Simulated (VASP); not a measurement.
# In3GaSb2N2 (P-4m2) in VASP: further runs

In3GaSb2N2 is run at these levels: PBE; tasks: single point.

All numbers are computed with VASP 6.6.1; they aren't measurements. Logs are shortened: lines on timing, memory, paths and dates and some standing lists are left out, and cuts for length are marked.

## Step 1: The cell of the first run

Symmetry: P-4m2, No. 115, tetragonal system. Conventional cell: a = 4.117 Å, b = 4.117 Å, c = 10.954 Å, α = 90.00°, β = 90.00°, γ = 90.00°. In (site symmetry 2mm) has 2 N at 2.31 Å and 2 Sb at 2.85 Å within 3.0 Å. Within 3.7 Å of In (site symmetry -4m2) lie 4 Sb at 2.78 Å. Within 2.8 Å of Ga (site symmetry -4m2) lie 4 N at 2.14 Å. Within 3.7 Å of Sb (site symmetry 2mm) lie 4 In at 2.78 to 2.85 Å. N (site symmetry 2mm) has 2 Ga at 2.14 Å and 2 In at 2.31 Å within 2.8 Å.

## Step 2: Single point, PBE

INCAR

```
PREC     = Accurate       # precision mode
ENCUT    = 520            # plane-wave cutoff, eV
EDIFF    = 1E-7           # SCF threshold, eV
ISMEAR   = 0              # smearing method
SIGMA    = 0.15           # smearing width, eV
LREAL    = F              # projectors in reciprocal space
LASPH    = T              # aspherical terms in the spheres
NELM     = 100            # most SCF steps
ALGO     = Normal         # electronic algorithm
ISIF     = 2              # what is computed and relaxed
LWAVE    = F              # write WAVECAR
LCHARG   = F              # write CHGCAR
GGA      = PE             # functional
NBANDS   = 46             # bands
```

KPOINTS

```
regular mesh
0
Gamma
  3 3 1
```

POSCAR

```
In3GaSb2N2
1.0
    4.1171103397      0.0000000000      0.0000000000
    0.0000000000      4.1171103397      0.0000000000
    0.0000000000      0.0000000000     10.9538430558
In Ga Sb N
3 1 2 2
Direct
    0.5000000000      0.5000000000      0.8504267574
    0.0000000000      0.0000000000      0.5000000000
    0.5000000000      0.5000000000      0.1495732426
    0.0000000000      0.0000000000      0.0000000000
    0.0000000000      0.5000000000      0.6704691424
    0.5000000000      0.0000000000      0.3295308576
    0.0000000000      0.5000000000      0.0548619393
    0.5000000000      0.0000000000      0.9451380607
```

Potentials or basis: VASP PAW PBE potentials, release 64 (In_d, Ga_d, Sb, N).

Command:

```
cat potpaw_PBE.64/In_d/POTCAR potpaw_PBE.64/Ga_d/POTCAR potpaw_PBE.64/Sb/POTCAR potpaw_PBE.64/N/POTCAR > POTCAR
mpirun -np 1 vasp_std > vasp.out
```

OUTCAR:

```text
PREC = Accurate
   ENCUT = 520
   EDIFF = 1E-7
   ISMEAR = 0
   LREAL = F
   LASPH = T
   NELM = 100
   ISIF = 2
   GGA = PE

 ion  position               nearest neighbor table
   1  0.500  0.500  0.850-   8 2.31   8 2.31   5 2.85   5 2.85   3 3.28   4 3.34   4 3.34   4 3.34
                             4 3.34
   2  0.000  0.000  0.500-   5 2.78   6 2.78   5 2.78   6 2.78
   3  0.500  0.500  0.150-   7 2.31   7 2.31   6 2.85   6 2.85   1 3.28   4 3.34   4 3.34   4 3.34
                             4 3.34
   4  0.000  0.000  0.000-   7 2.14   8 2.14   7 2.14   8 2.14   1 3.34   3 3.34   1 3.34   1 3.34
                             3 3.34   3 3.34   1 3.34   3 3.34
   5  0.000  0.500  0.670-   2 2.78   2 2.78   1 2.85   1 2.85
   6  0.500  0.000  0.330-   2 2.78   2 2.78   3 2.85   3 2.85
   7  0.000  0.500  0.055-   4 2.14   4 2.14   3 2.31   3 2.31
   8  0.500  0.000  0.945-   4 2.14   4 2.14   1 2.31   1 2.31

  LATTYP: Found a simple tetragonal cell.
 ALAT       =     4.1171103397
 C/A-ratio  =     2.6605658221

  Lattice vectors:

 A1 = (   4.1171103397,   0.0000000000,   0.0000000000)
 A2 = (   0.0000000000,   4.1171103397,   0.0000000000)
 A3 = (   0.0000000000,   0.0000000000,  10.9538430558)

Analysis of symmetry for initial positions (statically):
=====================================================================
 Subroutine PRICEL returns:
 Original cell was already a primitive cell.

 Routine SETGRP: Setting up the symmetry group for a
 simple tetragonal supercell.

 Subroutine GETGRP returns: Found  8 space group operations
 (whereof  8 operations were pure point group operations)
 out of a pool of 16 trial point group operations.

The static configuration has the point symmetry D_2d.

Analysis of symmetry for dynamics (positions and initial velocities):
=====================================================================
 Subroutine PRICEL returns:
 Original cell was already a primitive cell.

 Routine SETGRP: Setting up the symmetry group for a
 simple tetragonal supercell.

 Subroutine GETGRP returns: Found  8 space group operations
 (whereof  8 operations were pure point group operations)
 out of a pool of 16 trial point group operations.

The dynamic configuration has the point symmetry D_2d.

 Subroutine INISYM returns: Found  8 space group operations
 (whereof  8 operations are pure point group operations),
 and found     1 'primitive' translations

[... 91 lines left out ...]
   ISYM   =      2    0-nonsym 1-usesym 2-fastsym
   POTIM  = 0.5000    time-step for ionic-motion
   TEBEG  =    0.0;   TEEND  =   0.0 temperature during run
   PSTRESS=    0.0 pullay stress
   NELECT =      72.0000    total number of electrons
   NUPDOWN=      -1.0000    fix difference up-down
   EMIN   =  10.00;   EMAX   =-10.00  energy-range for DOS
   EFERMI =   0.00;   METHOD = LEGACY
   ISMEAR =     0;   SIGMA  =   0.15  broadening in eV -4-tet -1-fermi 0-gaus
   EFERMI_NEDOS =   21; number of points for ismear=-14 and -15
   IALGO  =     38    algorithm
   IMIX   =      4    mixing-type and parameters
     AMIX     =   0.40;   BMIX     =  1.00
     AMIX_MAG =   1.60;   BMIX_MAG =  1.00
  volume/ion in A,a.u.               =      23.21       156.62
  Fermi-wavevector in a.u.,A,eV,Ry     =   1.193810  2.255973 19.390777  1.425182
  Thomas-Fermi vector in A             =   2.329815
   LORBIT       =      0    0 simple, 1 ext, 2 COOP (PROOUT), +10 PAW based schemes
   GGA     = PE    functional components
   LHFCALC =     F    Hartree Fock is set to
   AEXX    =    0.0000 exact exchange contribution
   IVDW    =     0    specifies the selected vdW correction
   LEPSILON=     F    determine dielectric tensor
   LRPA    =     F    only Hartree local field effects (RPA)
 non-spin polarized calculation
 Gauss-broadening in eV      SIGMA  =   0.15
  energy-cutoff  :      520.00
  volume of cell :      185.67
 maximum number of plane-waves:      5035
 NGX is ok and might be reduce to    30
   NGX = 15   NGY = 15   NGZ = 41

 number of electron      71.9999958 magnetization

 Free energy of the ion-electron system (eV)
  ---------------------------------------------------
  ext. energy  EPLUGINS =         0.00000000
  ---------------------------------------------------
  free energy    TOTEN  =       -33.21015570 eV

  energy without entropy =      -33.16140440  energy(sigma->0) =      -33.18578005

 E-fermi :   6.3023     XC(G=0):  -9.6276

 val. band max:        6.2818965811   @ k =   0.3333   0.0000   0.0000
 cond. band min:       6.6105277409   @ k =   0.3333   0.0000   0.0000
 fundamental gap:      0.3286311598
 Fermi energy:         6.3022542601

 k-point     1 :       0.0000    0.0000    0.0000
  band No.  band energies     occupation
      1      -9.7811      2.00000
      2      -9.7261      2.00000
      3      -9.0976      2.00000
      4      -9.0976      2.00000
      5      -8.9899      2.00000
      6      -8.9372      2.00000
[... 136 lines left out ...]
     45      10.9233      0.00000
     46      10.9457      0.00000

------------------------ aborting loop because EDIFF is reached ----------------------------------------

  FORCE on cell =-STRESS in cart. coord.  units (eV):
  Direction    XX          YY          ZZ          XY          YZ          ZX
  --------------------------------------------------------------------------------------
  -------------------------------------------------------------------------------------
  Total        0.1010756      0.1010756     -0.1262314      0.0000000      0.0000000      0.0000000
  in kB        0.8721788      0.8721788     -1.0892473      0.0000000      0.0000000      0.0000000
  external PRESSURE =       0.2183701 kB  Pullay stress =       0.0000000 kB

 VOLUME and BASIS-vectors are now :
 -----------------------------------------------------------------------------
  energy-cutoff  :      520.00
  volume of cell :      185.67
      direct lattice vectors                 reciprocal lattice vectors
     4.117110340  0.000000000  0.000000000     0.242888802  0.000000000  0.000000000
     0.000000000  4.117110340  0.000000000     0.000000000  0.242888802  0.000000000
     0.000000000  0.000000000 10.953843056     0.000000000  0.000000000  0.091292161

 POSITION                                       TOTAL-FORCE (eV/Angst)
 -----------------------------------------------------------------------------------
      2.05856      2.05856      9.31544         0.000000     -0.000000     -0.074612
      0.00000      0.00000      5.47692        -0.000000      0.000000      0.000000
      2.05856      2.05856      1.63840        -0.000000     -0.000000      0.074612
      0.00000      0.00000      0.00000        -0.000000      0.000000      0.000000
      0.00000      2.05856      7.34421        -0.000000      0.000000      0.015989
      2.05856      0.00000      3.60963        -0.000000      0.000000     -0.015989
      0.00000      2.05856      0.60095        -0.000000      0.000000     -0.034315
      2.05856      0.00000     10.35289        -0.000000      0.000000      0.034315
 -----------------------------------------------------------------------------------
    total drift:                                0.000000     -0.000000      0.000000

  FREE ENERGIE OF THE ION-ELECTRON SYSTEM (eV)
  ---------------------------------------------------
  free  energy   TOTEN  =       -33.2101556979 eV

  energy  without entropy=      -33.1614044038  energy(sigma->0) =      -33.18578005
```

Wall time 41 s (1 thread of Intel Xeon Platinum 8259CL at 2.50GHz (Skylake/Cascade Lake), shared host); peak memory 0.28 GiB.

What came out:

```
Free energy            : -33.2102 eV
Pressure               : 0.0 GPa
Largest force          : 0.075 eV/Å
Band gap on the k mesh : zero (band 36 reaches 6.28 eV, above the bottom of band 37 at 6.20 eV)
```

Forces in eV/Å, atoms in the order of the input:
```
In   0.000  0.000 -0.075
In   0.000  0.000  0.000
In   0.000  0.000  0.075
Ga   0.000  0.000  0.000
Sb   0.000  0.000  0.016
Sb   0.000  0.000 -0.016
N    0.000  0.000 -0.034
N    0.000  0.000  0.034
```

Stress tensor (GPa, compression positive):
```
 0.09  0.00  0.00
 0.00  0.09  0.00
 0.00  0.00 -0.11
```

Caveat: the k points lie up to 0.57 Å⁻¹ apart; spin-orbit coupling is left out, which moves the levels of the heavy elements.

## Step 3: Single point, PBE

This run uses another cell than the first one, of 23.77 Å³/atom, 1.024 times its volume.

INCAR

```
SYSTEM = In3GaSb2N2
PREC = Accurate
ENCUT = 520
EDIFF = 1E-6
ISMEAR = 0
SIGMA = 0.15
LREAL = .FALSE.
LASPH = .TRUE.
NELM = 80
ALGO = Normal
ISIF = 2
LWAVE = .FALSE.
LCHARG = .FALSE.
GGA = PE
NBANDS = 46
```

KPOINTS

```
Automatic mesh
0
G
  3 3 1
  0 0 0
```

POSCAR

```
In3GaSb2N2
1.0
    3.9248513329      0.0000000000      0.0000000000
    0.0000000000      3.9248513329      0.0000000000
    0.0000000000      0.0000000000     12.3461546142
In Ga Sb N
3 1 2 2
Direct
    0.5000000000      0.5000000000      0.1559349237
    0.5000000000      0.5000000000      0.8440650763
    0.0000000000      0.0000000000      0.5000000000
    0.0000000000      0.0000000000      0.0000000000
    0.5000000000      0.0000000000      0.6597693648
    0.0000000000      0.5000000000      0.3402306352
    0.0000000000      0.5000000000      0.9306456868
    0.5000000000      0.0000000000      0.0693543132
```

Potentials or basis: VASP PAW PBE potentials, release 64 (In_d, Ga_d, Sb, N).

Command:

```
cat potpaw_PBE.64/In_d/POTCAR potpaw_PBE.64/Ga_d/POTCAR potpaw_PBE.64/Sb/POTCAR potpaw_PBE.64/N/POTCAR > POTCAR
mpirun -np 1 vasp_std > vasp.out
```

OUTCAR:

```text
SYSTEM = In3GaSb2N2
   PREC = Accurate
   ENCUT = 520
   EDIFF = 1E-6
   ISMEAR = 0
   LREAL = .FALSE.
   LASPH = .TRUE.
   NELM = 80
   ISIF = 2
   GGA = PE

 ion  position               nearest neighbor table
   1  0.500  0.500  0.156-   8 2.23   8 2.23   6 3.00   6 3.00   4 3.38   4 3.38   4 3.38   4 3.38
                             2 3.85
   2  0.500  0.500  0.844-   7 2.23   7 2.23   5 3.00   5 3.00   4 3.38   4 3.38   4 3.38   4 3.38
                             1 3.85
   3  0.000  0.000  0.500-   5 2.78   6 2.78   6 2.78   5 2.78
   4  0.000  0.000  0.000-   7 2.14   8 2.14   7 2.14   8 2.14   1 3.38   2 3.38   1 3.38   1 3.38
                             2 3.38   2 3.38   1 3.38   2 3.38
[... 342 lines left out ...]
  external PRESSURE =       2.0623847 kB  Pullay stress =       0.0000000 kB

 VOLUME and BASIS-vectors are now :
 -----------------------------------------------------------------------------
  energy-cutoff  :      520.00
  volume of cell :      190.19
      direct lattice vectors                 reciprocal lattice vectors
     3.924851333  0.000000000  0.000000000     0.254786721  0.000000000  0.000000000
     0.000000000  3.924851333  0.000000000     0.000000000  0.254786721  0.000000000
     0.000000000  0.000000000 12.346154614     0.000000000  0.000000000  0.080996880

 POSITION                                       TOTAL-FORCE (eV/Angst)
 -----------------------------------------------------------------------------------
      1.96243      1.96243      1.92520        -0.000000      0.000000      0.077481
      1.96243      1.96243     10.42096         0.000000      0.000000     -0.077481
      0.00000      0.00000      6.17308         0.000000     -0.000000      0.000000
      0.00000      0.00000      0.00000         0.000000     -0.000000      0.000000
      1.96243      0.00000      8.14561         0.000000     -0.000000      0.058616
      0.00000      1.96243      4.20054         0.000000     -0.000000     -0.058616
      0.00000      1.96243     11.48990         0.000000     -0.000000     -0.018327
      1.96243      0.00000      0.85626         0.000000     -0.000000      0.018327
 -----------------------------------------------------------------------------------
    total drift:                                0.000000      0.000000      0.000000

  FREE ENERGIE OF THE ION-ELECTRON SYSTEM (eV)
  ---------------------------------------------------
  free  energy   TOTEN  =       -33.0943068485 eV

  energy  without entropy=      -33.0483466751  energy(sigma->0) =      -33.07132676
```

stdout:

```text
POSCAR found type information on POSCAR InGaSbN
 POSCAR found :  4 types and       8 ions
 scaLAPACK will be used
 LDA part: xc-table for (Slater+PW92), standard interpolation
 POSCAR, INCAR and KPOINTS ok, starting setup
 FFT: planning ... GRIDC
 FFT: planning ... GRID_SOFT
 FFT: planning ... GRID
 WAVECAR not read
 entering main loop
```

Run time: 45 s. Hardware: 1 thread of Intel Xeon Platinum 8259CL at 2.50GHz (Skylake/Cascade Lake), shared host; peak memory 0.29 GiB.

What came out:

```yaml
Free_energy: -33.0943 eV
Pressure: 0.2 GPa
Largest_force: 0.077 eV/Å
Band_gap_on_the_k_mesh: zero (filled and empty bands touch)
```

Forces in eV/Å, atoms in the order of the input:
```
In   0.000  0.000  0.077
In   0.000  0.000 -0.077
In   0.000  0.000  0.000
Ga   0.000  0.000  0.000
Sb   0.000  0.000  0.059
Sb   0.000  0.000 -0.059
N    0.000  0.000 -0.018
N    0.000  0.000  0.018
```

Levels at points of the mesh, in eV from the Fermi level:
| k point | band 32 | band 33 | band 34 | band 35 | band 36 | band 37 | band 38 | band 39 | band 40 | band 41 |
| --- | --- | --- | --- | --- | --- | --- | --- | --- | --- | --- |
| (0.00, 0.00, 0.00) | -2.54 | -2.29 | -0.93 | -0.93 | 0.08 | 0.08 | 0.58 | 1.22 | 1.93 | 2.33 |

Caveat: the k points lie up to 0.53 Å⁻¹ apart; spin-orbit coupling is left out, which moves the levels of the heavy elements.
